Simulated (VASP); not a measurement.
# AlSn (P-6m2) in VASP: notebook

AlSn is run at these levels: LDA, PBEsol+D3(BJ); tasks: single point.

All numbers are computed with VASP 6.6.1; they aren't measurements. Logs are shortened: lines on timing, memory, paths and dates and some standing lists are left out, and cuts for length are marked.

**1. The cell of the first run**

It takes space group P-6m2 (No. 187, hexagonal). The conventional cell has a = 4.253 Å, b = 4.253 Å, c = 3.350 Å, α = 90.00°, β = 90.00°, γ = 120.00°. Sn (site symmetry -6m2) has 6 Al at 2.97 Å and 2 Sn at 3.35 Å within 3.9 Å. Within 3.9 Å of Al (site symmetry -6m2) lie 6 Sn at 2.97 Å and 2 Al at 3.35 Å.

**2. Single point, LDA (volume scaled by 1.04)**

File INCAR:

```
PREC = Accurate ; ENCUT = 520
EDIFF = 1E-7 ; ISMEAR = -1
SIGMA = 0.05 ; LREAL = F
LASPH = T ; NELM = 60
ALGO = Fast ; ISIF = 2
LWAVE = F ; LCHARG = F
NBANDS = 16
```

File KPOINTS:

```
Automatic mesh
0
Gamma
  7 7 8
```

File POSCAR:

```
AlSn
1.0
    4.2533501828      0.0000000000      0.0000000000
   -2.1266750913      3.6835093094      0.0000000000
    0.0000000000      0.0000000000      3.3503631350
Sn Al
1 1
Direct
    0.3333333333      0.6666666667      0.5000000000
    0.0000000000      0.0000000000      0.0000000000
```

Potentials or basis: VASP PAW LDA potentials, release 64 (Sn_d, Al).

Started as:

```bash
$ cat potpaw_LDA.64/Sn_d/POTCAR potpaw_LDA.64/Al/POTCAR > POTCAR
$ mpirun -np 1 vasp_std > vasp.out
```

OUTCAR:

```text
PREC = Accurate
   ENCUT = 520
   EDIFF = 1E-7
   ISMEAR = -1
   LREAL = F
   LASPH = T
   NELM = 60
   ISIF = 2

 ion  position               nearest neighbor table
   1  0.333  0.667  0.500-   2 2.97   2 2.97   2 2.97   2 2.97   2 2.97   2 2.97
   2  0.000  0.000  0.000-   1 2.97   1 2.97   1 2.97   1 2.97   1 2.97   1 2.97

  LATTYP: Found a hexagonal cell.
 ALAT       =     4.2533501828
 C/A-ratio  =     0.7876998110

  Lattice vectors:

 A1 = (   4.2533501828,   0.0000000000,   0.0000000000)
 A2 = (  -2.1266750913,   3.6835093094,   0.0000000000)
 A3 = (   0.0000000000,   0.0000000000,   3.3503631350)

Analysis of symmetry for initial positions (statically):
=====================================================================
 Subroutine PRICEL returns:
 Original cell was already a primitive cell.

 Routine SETGRP: Setting up the symmetry group for a
 hexagonal supercell.

 Subroutine GETGRP returns: Found 12 space group operations
 (whereof 12 operations were pure point group operations)
 out of a pool of 24 trial point group operations.

The static configuration has the point symmetry D_3h.

Analysis of symmetry for dynamics (positions and initial velocities):
=====================================================================
 Subroutine PRICEL returns:
 Original cell was already a primitive cell.

 Routine SETGRP: Setting up the symmetry group for a
 hexagonal supercell.

 Subroutine GETGRP returns: Found 12 space group operations
 (whereof 12 operations were pure point group operations)
 out of a pool of 24 trial point group operations.

The dynamic configuration has the point symmetry D_3h.

 Subroutine INISYM returns: Found 12 space group operations
 (whereof 12 operations are pure point group operations),
 and found     1 'primitive' translations

----------------------------------------------------------------------------------------

                                     Primitive cell

  volume of cell :      52.4910

  direct lattice vectors                    reciprocal lattice vectors
     4.253350183  0.000000000  0.000000000     0.235108786  0.135740121  0.000000000
    -2.126675091  3.683509309  0.000000000     0.000000000  0.271480242  0.000000000
     0.000000000  0.000000000  3.350363135     0.000000000  0.000000000  0.298475108

  length of vectors
     4.253350183  4.253350183  3.350363135     0.271480242  0.271480242  0.298475108

  position of ions in fractional coordinates (direct lattice)
     0.333333333  0.666666667  0.500000000
     0.000000000  0.000000000  0.000000000

  ion indices of the primitive-cell ions
   primitive index   ion index
                 1           1
                 2           2

----------------------------------------------------------------------------------------

 KPOINTS: Automatic mesh

Automatic generation of k-mesh.
 Grid dimensions read from file:
 generate k-points for:    7    7    8

 Generating k-lattice:

  Cartesian coordinates                     Fractional coordinates (reciprocal lattice)
     0.033586969  0.019391446  0.000000000     0.142857143  0.000000000  0.000000000
     0.000000000  0.038782892  0.000000000     0.000000000  0.142857143  0.000000000
     0.000000000  0.000000000  0.037309389     0.000000000  0.000000000  0.125000000

  Length of vectors
     0.038782892  0.038782892  0.037309389

  Shift w.r.t. Gamma in fractional coordinates (k-lattice)
     0.000000000  0.000000000  0.000000000

 Subroutine IBZKPT returns following result:
 ===========================================

 Found     40 irreducible k-points:

 Following reciprocal coordinates:
            Coordinates               Weight
  0.000000  0.000000  0.000000      1.000000
  0.142857  0.000000  0.000000      6.000000
  0.285714  0.000000  0.000000      6.000000
  0.428571  0.000000  0.000000      6.000000
  0.142857  0.142857  0.000000      6.000000
  0.285714  0.142857  0.000000     12.000000
[... 16 lines left out ...]
  0.428571  0.142857  0.250000     12.000000
  0.285714  0.285714  0.250000     12.000000
 [... further k-points ...]
   k-points           NKPTS =     40   k-points in BZ     NKDIM =     40   number of bands    NBANDS=     16
   number of dos      NEDOS =    301   number of ions     NIONS =      2
   total plane-waves  NPLWV =  28672
   dimension x,y,z NGX =    32 NGY =   32 NGZ =   28
   dimension x,y,z NGXF=    64 NGYF=   64 NGZF=   56
   ions per type =               1   1
   NGX,Y,Z   is equivalent  to a cutoff of  12.51, 12.51, 13.89 a.u.
   NGXF,Y,Z  is equivalent  to a cutoff of  25.01, 25.01, 27.79 a.u.
 SYSTEM =  unknown system
   PREC   = accura    normal or accurate (medium, high low for compatibility)
   ISTART =      0    job   : 0-new  1-cont  2-samecut
   ICHARG =      2    charge: 1-file 2-atom 10-const
   ISPIN  =      1    spin polarized calculation?
   LNONCOLLINEAR =      F non collinear calculations
   LSORBIT =      F    spin-orbit coupling
   LASPH  =      T    aspherical Exc in radial PAW
   ENCUT  =  520.0 eV  38.22 Ry    6.18 a.u.   7.91  7.91  6.23*2*pi/ulx,y,z
   NELM   =     60;   NELMIN=  2; NELMDL= -5     # of ELM steps
   EDIFF  = 0.1E-06   stopping-criterion for ELM
   LREAL  =      F    real-space projection
   EDIFFG = 0.1E-05   stopping-criterion for IOM
   NSW    =      0    number of steps for IOM
   IBRION =     -1    ionic relax: 0-MD 1-quasi-New 2-CG
   NFREE  =      0    steps in history (QN), initial steepest desc. (CG)
   ISIF   =      2    stress and relaxation
   ISYM   =      2    0-nonsym 1-usesym 2-fastsym
   POTIM  = 0.5000    time-step for ionic-motion
   TEBEG  =    0.0;   TEEND  =   0.0 temperature during run
   PSTRESS=    0.0 pullay stress
   NELECT =      17.0000    total number of electrons
   NUPDOWN=      -1.0000    fix difference up-down
   EMIN   =  10.00;   EMAX   =-10.00  energy-range for DOS
   EFERMI =   0.00;   METHOD = LEGACY
   ISMEAR =    -1;   SIGMA  =   0.05  broadening in eV -4-tet -1-fermi 0-gaus
   EFERMI_NEDOS =   21; number of points for ismear=-14 and -15
   IALGO  =     68    algorithm
   IMIX   =      4    mixing-type and parameters
     AMIX     =   0.40;   BMIX     =  1.00
     AMIX_MAG =   1.60;   BMIX_MAG =  1.00
  volume/ion in A,a.u.               =      26.25       177.11
  Fermi-wavevector in a.u.,A,eV,Ry     =   1.124250  2.124524 17.196920  1.263938
  Thomas-Fermi vector in A             =   2.260921
   LORBIT       =      0    0 simple, 1 ext, 2 COOP (PROOUT), +10 PAW based schemes
   GGA     = CA    functional components
   LHFCALC =     F    Hartree Fock is set to
   AEXX    =    0.0000 exact exchange contribution
   IVDW    =     0    specifies the selected vdW correction
   LEPSILON=     F    determine dielectric tensor
   LRPA    =     F    only Hartree local field effects (RPA)
 non-spin polarized calculation
 RMM-DIIS sequential band-by-band and
  energy-cutoff  :      520.00
  volume of cell :       52.49
 maximum number of plane-waves:      1440
 NGX is ok and might be reduce to    32
   NGX = 15   NGY = 15   NGZ = 13

 number of electron      17.0000003 magnetization

 Free energy of the ion-electron system (eV)
  ---------------------------------------------------
  ext. energy  EPLUGINS =         0.00000000
  ---------------------------------------------------
  free energy    TOTEN  =        -8.25325876 eV

  energy without entropy =       -8.24982440  energy(sigma->0) =       -8.25154158

 E-fermi :   5.7579     XC(G=0):  -9.6057

 val. band max:        5.7304666968   @ k =   0.0000   0.0000   0.1250
 cond. band min:       5.8196119463   @ k =   0.0000   0.0000   0.1250
 fundamental gap:      0.0891452495
 Fermi energy:         5.7579433612

 k-point     1 :       0.0000    0.0000    0.0000
  band No.  band energies     occupation
      1     -15.4504      2.00000
      2     -15.3561      2.00000
      3     -15.3561      2.00000
      4     -15.3398      2.00000
      5     -15.3398      2.00000
      6      -4.4160      2.00000
[... 8 lines left out ...]
     15      16.7014      0.00000
     16      18.4132      0.00000

 k-point     2 :       0.1429    0.0000    0.0000
  band No.  band energies     occupation
      1     -15.4490      2.00000
      2     -15.3565      2.00000
      3     -15.3530      2.00000
      4     -15.3408      2.00000
      5     -15.3401      2.00000
      6      -4.2143      2.00000
[... 8 lines left out ...]
     15      15.4562      0.00000
     16      17.8922      0.00000

 k-point     3 :       0.2857    0.0000    0.0000
  band No.  band energies     occupation
      1     -15.4461      2.00000
      2     -15.3573      2.00000
      3     -15.3458      2.00000
      4     -15.3431      2.00000
      5     -15.3407      2.00000
      6      -3.6364      2.00000
[... 8 lines left out ...]
     15      15.1662      0.00000
     16      17.0570      0.00000

 k-point     4 :       0.4286    0.0000    0.0000
  band No.  band energies     occupation
      1     -15.4438      2.00000
      2     -15.3578      2.00000
      3     -15.3450      2.00000
      4     -15.3412      2.00000
      5     -15.3400      2.00000
      6      -2.8744      2.00000
[... 8 lines left out ...]
     15      14.9160      0.00000
     16      16.6164      0.00000

 k-point     5 :       0.1429    0.1429    0.0000
  band No.  band energies     occupation
      1     -15.4469      2.00000
      2     -15.3566      2.00000
      3     -15.3483      2.00000
      4     -15.3424      2.00000
      5     -15.3407      2.00000
      6      -3.8225      2.00000
[... 8 lines left out ...]
     15      14.8480      0.00000
     16      17.0937      0.00000

 k-point     6 :       0.2857    0.1429    0.0000
  band No.  band energies     occupation
      1     -15.4442      2.00000
      2     -15.3560      2.00000
      3     -15.3442      2.00000
      4     -15.3431      2.00000
      5     -15.3415      2.00000
      6      -3.1165      2.00000
[... 8 lines left out ...]
     15      15.0162      0.00000
     16      16.6820      0.00000

 k-point     7 :       0.4286    0.1429    0.0000
  band No.  band energies     occupation
      1     -15.4430      2.00000
      2     -15.3556      2.00000
      3     -15.3450      2.00000
      4     -15.3419      2.00000
      5     -15.3409      2.00000
      6      -2.5828      2.00000
[... 8 lines left out ...]
     15      14.2326      0.00000
     16      15.9097      0.00000

 k-point     8 :       0.2857    0.2857    0.0000
  band No.  band energies     occupation
      1     -15.4425      2.00000
      2     -15.3521      2.00000
      3     -15.3443      2.00000
      4     -15.3441      2.00000
      5     -15.3429      2.00000
      6      -2.4789      2.00000
[... 8 lines left out ...]
     15      14.6161      0.00000
     16      15.1055      0.00000

 k-point     9 :       0.0000    0.0000    0.1250
  band No.  band energies     occupation
      1     -15.4272      2.00000
      2     -15.3552      2.00000
      3     -15.3552      2.00000
      4     -15.3481      2.00000
      5     -15.3481      2.00000
      6      -4.2042      2.00000
[... 8 lines left out ...]
     15      15.5426      0.00000
     16      16.0867      0.00000
[... 172 lines left out ...]
 k-point    19 :       0.2857    0.0000    0.2500
  band No.  band energies     occupation
      1     -15.3737      2.00000
      2     -15.3696      2.00000
      3     -15.3670      2.00000
      4     -15.3522      2.00000
      5     -15.3426      2.00000
      6      -2.7953      2.00000
[... 8 lines left out ...]
     15      14.3929      0.00000
     16      16.9702      0.00000

 k-point    20 :       0.4286    0.0000    0.2500
  band No.  band energies     occupation
      1     -15.3766      2.00000
      2     -15.3703      2.00000
      3     -15.3661      2.00000
      4     -15.3507      2.00000
      5     -15.3370      2.00000
      6      -2.0435      2.00000
[... 8 lines left out ...]
     15      15.4613      0.00000
     16      17.8141      0.00000

 k-point    21 :       0.1429    0.1429    0.2500
  band No.  band energies     occupation
      1     -15.3724      2.00000
      2     -15.3696      2.00000
      3     -15.3671      2.00000
      4     -15.3526      2.00000
      5     -15.3448      2.00000
      6      -2.9799      2.00000
[... 8 lines left out ...]
     15      15.6001      0.00000
     16      16.2362      0.00000

 k-point    22 :       0.2857    0.1429    0.2500
  band No.  band energies     occupation
      1     -15.3752      2.00000
      2     -15.3708      2.00000
      3     -15.3647      2.00000
      4     -15.3511      2.00000
      5     -15.3397      2.00000
      6      -2.2809      2.00000
[... 8 lines left out ...]
     15      15.9686      0.00000
     16      17.2998      0.00000

 k-point    23 :       0.4286    0.1429    0.2500
  band No.  band energies     occupation
      1     -15.3765      2.00000
      2     -15.3714      2.00000
      3     -15.3641      2.00000
      4     -15.3496      2.00000
      5     -15.3379      2.00000
      6      -1.7577      2.00000
[... 8 lines left out ...]
     15      16.1018      0.00000
     16      18.1063      0.00000

 k-point    24 :       0.2857    0.2857    0.2500
  band No.  band energies     occupation
      1     -15.3755      2.00000
      2     -15.3728      2.00000
      3     -15.3619      2.00000
      4     -15.3480      2.00000
      5     -15.3407      2.00000
      6      -1.6548      2.00000
[... 8 lines left out ...]
     15      17.7169      0.00000
     16      17.7675      0.00000

 [... further k-points ...]

------------------------ aborting loop because EDIFF is reached ----------------------------------------

  FORCE on cell =-STRESS in cart. coord.  units (eV):
  Direction    XX          YY          ZZ          XY          YZ          ZX
  --------------------------------------------------------------------------------------
  -------------------------------------------------------------------------------------
  Total       -1.4402465     -1.4402465     -1.6181244     -0.0000000     -0.0000000      0.0000000
  in kB      -43.9604996    -43.9604996    -49.3898484     -0.0000000     -0.0000000      0.0000000
  external PRESSURE =     -45.7702826 kB  Pullay stress =       0.0000000 kB

 VOLUME and BASIS-vectors are now :
 -----------------------------------------------------------------------------
  energy-cutoff  :      520.00
  volume of cell :       52.49
      direct lattice vectors                 reciprocal lattice vectors
     4.253350183  0.000000000  0.000000000     0.235108786  0.135740121  0.000000000
    -2.126675091  3.683509309  0.000000000     0.000000000  0.271480242  0.000000000
     0.000000000  0.000000000  3.350363135     0.000000000  0.000000000  0.298475108

 POSITION                                       TOTAL-FORCE (eV/Angst)
 -----------------------------------------------------------------------------------
     -0.00000      2.45567      1.67518         0.000000     -0.000000      0.000000
      0.00000      0.00000      0.00000        -0.000000      0.000000      0.000000
 -----------------------------------------------------------------------------------
    total drift:                               -0.000000      0.000000     -0.000000

  FREE ENERGIE OF THE ION-ELECTRON SYSTEM (eV)
  ---------------------------------------------------
  free  energy   TOTEN  =        -8.2532587594 eV

  energy  without entropy=       -8.2498243975  energy(sigma->0) =       -8.25154158
```

Wall time 21 s (1 thread of Intel Xeon 6975P-C, shared host); peak memory 0.16 GiB.

What came out:

* Free energy: -8.2533 eV
* Pressure: -4.6 GPa

Levels at points of the mesh, in eV from the Fermi level:
| k point | band 5 | band 6 | band 7 | band 8 | band 9 | band 10 | band 11 | band 12 |
| --- | --- | --- | --- | --- | --- | --- | --- | --- |
| (0.00, 0.00, 0.00) | -21.10 | -10.17 | -0.16 | -0.16 | 0.41 | 2.52 | 3.17 | 3.17 |
| (0.00, 0.00, 0.50) | -21.05 | -7.31 | -5.98 | 2.62 | 2.62 | 3.54 | 3.55 | 3.55 |

Caveat: the cell differs from its parent crystal (volume scaled by 1.04); spin-orbit coupling is left out, which moves the levels of the heavy elements.

**3. Single point, LDA (volume scaled by 1.06)**

File INCAR:

```
SYSTEM = AlSn
  PREC = Accurate
  ENCUT = 520
  EDIFF = 1E-7
  ISMEAR = -1
  SIGMA = 0.05
  LREAL = .FALSE.
  LASPH = .TRUE.
  NELM = 80
  ALGO = Normal
  ISIF = 2
  LWAVE = .FALSE.
  LCHARG = .FALSE.
  GGA = CA
  NBANDS = 16
```

File KPOINTS:

```
Automatic mesh
0
G
  7 7 8
  0 0 0
```

File POSCAR:

```
AlSn
1.0
    4.2804423157      0.0000000000      0.0000000000
   -2.1402211578      3.7069717847      0.0000000000
    0.0000000000      0.0000000000      3.3717036030
Sn Al
1 1
Direct
    0.3333333333      0.6666666667      0.5000000000
    0.0000000000      0.0000000000      0.0000000000
```

Potentials or basis: VASP PAW LDA potentials, release 64 (Sn_d, Al).

Started as:

```bash
$ cat potpaw_LDA.64/Sn_d/POTCAR potpaw_LDA.64/Al/POTCAR > POTCAR
$ mpirun -np 1 vasp_std > vasp.out
```

Run time: 21 s. Hardware: 1 thread of Intel Xeon 6975P-C, shared host; peak memory 0.17 GiB.

Results (log left out):

* Free energy: -8.2226 eV
* Pressure: -5.2 GPa

Stress tensor (GPa, compression positive):
```
-4.94  0.00  0.00
 0.00 -4.94  0.00
 0.00  0.00 -5.74
```

Levels at points of the mesh, in eV from the Fermi level:
```
           k point  band 5  band 6  band 7  band 8  band 9  band 10  band 11  band 12
(0.00, 0.00, 0.00)  -21.08  -10.04   -0.13   -0.13    0.31     2.50     3.17     3.17
(0.00, 0.00, 0.50)  -21.03   -7.23   -5.88    2.59    2.59     3.45     3.52     3.52
```

Caveat: the cell differs from its parent crystal (volume scaled by 1.06); spin-orbit coupling is left out, which moves the levels of the heavy elements.

**4. Single point, PBEsol+D3(BJ)**

This run uses another cell than the first one, of 23.45 Å³/atom, 0.893 times its volume.

File INCAR:

```
SYSTEM = AlSn
PREC = Accurate
ENCUT = 520
EDIFF = 1E-6
ISMEAR = -1
SIGMA = 0.05
LREAL = .False.
LASPH = .True.
NELM = 60
ALGO = Normal
ISIF = 2
LWAVE = .False.
LCHARG = .False.
GGA = PS
IVDW = 12
NBANDS = 16
```

File KPOINTS:

```
Automatic mesh
0
Gamma
  7 7 8
  0 0 0
```

File POSCAR:

```
AlSn
1.0
    4.0798153119      0.0000000000      0.0000000000
   -2.0399076559      3.5332237029      0.0000000000
    0.0000000000      0.0000000000      3.2533445166
Sn Al
1 1
Direct
    0.3333333333      0.6666666667      0.5000000000
    0.0000000000      0.0000000000      0.0000000000
```

Potentials or basis: VASP PAW PBE potentials, release 64 (Sn_d, Al).

Started as:

```bash
$ cat potpaw_PBE.64/Sn_d/POTCAR potpaw_PBE.64/Al/POTCAR > POTCAR
$ mpirun -np 1 vasp_std > vasp.out
```

Wall time 11 s (1 thread of Intel Xeon Platinum 8559C (Emerald Rapids), shared host); peak memory 0.17 GiB.

The run converged. Its results:

| Property | Result |
| --- | --- |
| Free energy | -8.6203 eV |
| Pressure | -0.1 GPa |
| Dispersion energy per atom | -0.328 eV |

Levels at points of the mesh, in eV from the Fermi level:
```tsv
k point	band 6	band 7	band 8	band 9	band 10	band 11
(0.00, 0.00, 0.00)	-10.95	-0.16	-0.16	1.25	2.53	3.24
(0.00, 0.00, 0.50)	-7.77	-6.59	2.92	2.92	3.81	3.81
```

Caveat: the PAW data sets were made with another functional, which shifts forces and pressure a little; spin-orbit coupling is left out, which moves the levels of the heavy elements; pairwise dispersion overbinds metals, which lowers pressure and volume.

**5. Summary**

| level | potentials or basis | cell | gap on the mesh (eV) | pressure (GPa) |
| --- | --- | --- | --- | --- |
| LDA | VASP PAW LDA potentials, release 64 (Sn_d, Al) | a = 4.253, b = 4.253, c = 3.350 Å, angles 90.0, 90.0, 120.0°, 2 atoms | none | -4.6 |
| LDA | VASP PAW LDA potentials, release 64 (Sn_d, Al) | a = 4.280, b = 4.280, c = 3.372 Å, angles 90.0, 90.0, 120.0°, 2 atoms | none | -5.2 |
| PBEsol+D3(BJ) | VASP PAW PBE potentials, release 64 (Sn_d, Al) | a = 4.080, b = 4.080, c = 3.253 Å, angles 90.0, 90.0, 120.0°, 2 atoms | none | -0.1 |

Alike in all rows: task single point; no spin polarisation; k mesh 7 × 7 × 8; cutoff (eV) 520; smearing fermi-dirac 0.05 eV.

Caveats: spin-orbit coupling is left out, which moves the levels of the heavy elements; the PAW data sets were made with another functional, which shifts forces and pressure a little (some runs); pairwise dispersion overbinds metals, which lowers pressure and volume (some runs).

Absolute energies hang on the potentials; compare differences alone.
